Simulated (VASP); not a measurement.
A run of VASP 6.6.1 is set up as follows.

INCAR

```
SYSTEM = Ru
PREC     = Accurate       ! precision mode
ENCUT    = 520            ! plane-wave cutoff, eV
EDIFF    = 1E-6           ! SCF threshold, eV
ISMEAR   = 0              ! smearing method
SIGMA    = 0.15           ! smearing width, eV
LREAL    = .FALSE.        ! projectors in reciprocal space
LASPH    = .TRUE.         ! aspherical terms in the spheres
NELM     = 100            ! most SCF steps
ALGO     = Fast           ! electronic algorithm
ISIF     = 2              ! what is computed and relaxed
LWAVE    = .FALSE.        ! write WAVECAR
LCHARG   = .TRUE.         ! write CHGCAR
GGA      = PS             ! functional
LELF     = .TRUE.         ! ELF
LVHAR    = .TRUE.       
NBANDS   = 21             ! bands
```

The input KPOINTS:

```
regular mesh
0
G
  18 18 10
  0 0 0
```

POSCAR

```
Ru
1.0
    2.8780000000      0.0000000000      0.0000000000
   -1.4390000000      2.4924211121      0.0000000000
    0.0000000000      0.0000000000      4.4565000000
Ru
2
Direct
    0.3333333333      0.6666666667      0.2500000000
    0.6666666667      0.3333333333      0.7500000000
```

Potentials or basis: VASP PAW PBE potentials, release 64 (Ru_pv).

Command:

```console
$ cat potpaw_PBE.64/Ru_pv/POTCAR > POTCAR
$ mpirun -np 1 vasp_std > vasp.out
```

Q: Predict the pressure.

A: -40.4 GPa.

Q: Estimate the band gap on the k mesh.

A: Zero (band 14 reaches 11.10 eV, above the bottom of band 15 at 8.66 eV).

Stress tensor (GPa, compression positive):
```
-41.14   0.00   0.00
  0.00 -41.14   0.00
  0.00   0.00 -38.86
```

Caveat: the PAW data sets were made with another functional, which shifts forces and pressure a little.
